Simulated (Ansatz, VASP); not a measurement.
# AlC3: VASP beside Ansatz

Contents of INCAR:

```
PREC     = Accurate       # precision mode
ENCUT    = 520            # plane-wave cutoff, eV
EDIFF    = 1E-6           # SCF threshold, eV
ISMEAR   = 0              # smearing method
SIGMA    = 0.1            # smearing width, eV
LREAL    = False          # projectors in reciprocal space
LASPH    = True           # aspherical terms in the spheres
NELM     = 80             # most SCF steps
ALGO     = Normal         # electronic algorithm
ISIF     = 2              # what is computed and relaxed
LWAVE    = False          # write WAVECAR
LCHARG   = False          # write CHGCAR
GGA      = PS             # functional
NBANDS   = 16             # bands
```

Contents of KPOINTS:

```
regular mesh
0
Gamma
  14 14 14
```

File POSCAR:

```
AlC3
1.0
    3.2327904498      0.0000000000      0.0000000000
    0.0000000000      3.2327904498      0.0000000000
    0.0000000000      0.0000000000      3.2327904498
Al C
1 3
Direct
    0.0000000000      0.0000000000      0.0000000000
    0.0000000000      0.5000000000      0.5000000000
    0.5000000000      0.0000000000      0.5000000000
    0.5000000000      0.5000000000      0.0000000000
```

Input for Ansatz:

```yaml
crystal:
  lattice:
    - [3.2327904498, 0.0, 0.0]
    - [0.0, 3.2327904498, 0.0]
    - [0.0, 0.0, 3.2327904498]
  atoms:
    - { symbol: Al, position: [0.0, 0.0, 0.0] }
    - { symbol: C, position: [0.0, 0.5, 0.5] }
    - { symbol: C, position: [0.5, 0.0, 0.5] }
    - { symbol: C, position: [0.5, 0.5, 0.0] }
basis:
  ecutwfc: 420
kpoints:
  mp_grid: { grid: [14, 14, 14] }
hamiltonian:
  xc: pbesol
scf:
  occupations: { method: gaussian, width: 0.1 }
output:
  forces: true
  stress: true
  eigenvalues: true
  write_density: true
  write_potential: true
  elf: true
  volumetric_format: npy
```

Alike in both runs: task single point; functional PBEsol; k mesh 14 × 14 × 14; occupations gaussian, width 0.1 eV; no spin polarisation.

|  | VASP | Ansatz |
| --- | --- | --- |
| version | VASP 6.6.1 | Ansatz 0.2.0 |
| potentials or method | VASP PAW PBE potentials, release 64 (Al, C), cutoff 520 eV | scalar-relativistic, plane waves, PAW |
| valence electrons in the cell | 15 | 15 |

```tsv
	VASP	Ansatz	Ansatz less VASP
gap on the k mesh at the Fermi level (eV)	none	none	-
pressure (GPa)	-8.5	-8.6	-0.05
```

VASP's potentials were made for PBE, not for PBEsol. A gap of «none» marks a metal or a gap that the smearing closes. The functional is the same, so the differences come from potentials, cutoffs and numerics.
